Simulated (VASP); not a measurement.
Here is a VASP 6.6.1 calculation.

File INCAR:

```
SYSTEM = Nb
PREC = Accurate ; ENCUT = 520
EDIFF = 1E-7 ; ISMEAR = -1
SIGMA = 0.1 ; LREAL = .False.
LASPH = .True. ; NELM = 60
ALGO = Normal ; ISIF = 2
LWAVE = .False. ; LCHARG = .True.
GGA = CA ; LELF = .True.
LVHAR = .True. ; NBANDS = 26
```

KPOINTS

```
regular mesh
0
Gamma
  10 10 16
  0 0 0
```

The input POSCAR:

```
Nb
1.0
    4.7923130529      0.0000000000      0.0000000000
   -2.3961565265      4.1502648467      0.0000000000
    0.0000000000      0.0000000000      2.6342051625
Nb
3
Direct
    0.0000000000      0.0000000000      0.0000000000
    0.3333333333      0.6666666667      0.5000000000
    0.6666666667      0.3333333333      0.5000000000
```

Potentials or basis: VASP PAW LDA potentials, release 64 (Nb_sv).

Launch:

```bash
$ cat potpaw_LDA.64/Nb_sv/POTCAR > POTCAR
$ mpirun -np 1 vasp_std > vasp.out
```

Q: What does it give for the band gap on the k mesh?

A: Zero (an odd number of electrons rules out a gap without spin polarisation).

Q: Predict the pressure.

A: -0.1 GPa.

Stress tensor (GPa, compression positive):
```
 0.18  0.00  0.00
 0.00  0.18  0.00
 0.00  0.00 -0.66
```
